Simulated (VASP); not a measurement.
Write the native input for VASP 6.6.1 that does the following.

```
Task                   : electric field gradients
Functional             : PBE
Potentials or basis    : VASP PAW PBE potentials, release 64 (Y_sv)
Cutoff                 : 520 eV
k mesh                 : 14 × 14 × 14
Occupations            : fermi-dirac, width 0.03 eV
Spin                   : no spin polarisation
Dipole correction      : no
Further INCAR settings : ALGO = Normal; EDIFF = 1e-08; NBANDS = 12
```

The structure of Y lies in POSCAR:

```
Y
1.0
    0.0000000000      2.5096055606      2.5096055606
    2.5096055606      0.0000000000      2.5096055606
    2.5096055606      2.5096055606      0.0000000000
Y
1
Direct
    0.0000000000      0.0000000000      0.0000000000
```

This cell differs from its parent crystal: volume scaled by 1.03.

The input as run:

INCAR

```
SYSTEM = Y
PREC = Accurate
ENCUT = 520
EDIFF = 1E-8
ISMEAR = -1
SIGMA = 0.03
LREAL = .FALSE.
LASPH = .TRUE.
NELM = 60
ALGO = Normal
ISIF = 2
LWAVE = .FALSE.
LCHARG = .FALSE.
GGA = PE
LEFG = .TRUE.
NBANDS = 12
```

KPOINTS

```
Automatic mesh
0
G
  14 14 14
  0 0 0
```

Potentials or basis: VASP PAW PBE potentials, release 64 (Y_sv).

Run with:

```console
$ cat potpaw_PBE.64/Y_sv/POTCAR > POTCAR
$ mpirun -np 1 vasp_std > vasp.out
```

It gave:

The pressure is 0.9 GPa.

Caveat: without QUAD_EFG the Cq values of the log hold for a quadrupole moment of 1 mb, not for the nuclei.

It took 39 s on 1 thread of Intel(R) Xeon(R) Platinum 8375C CPU @ 2.90GHz (Ice Lake), on a shared host, peak memory 0.2 GiB.
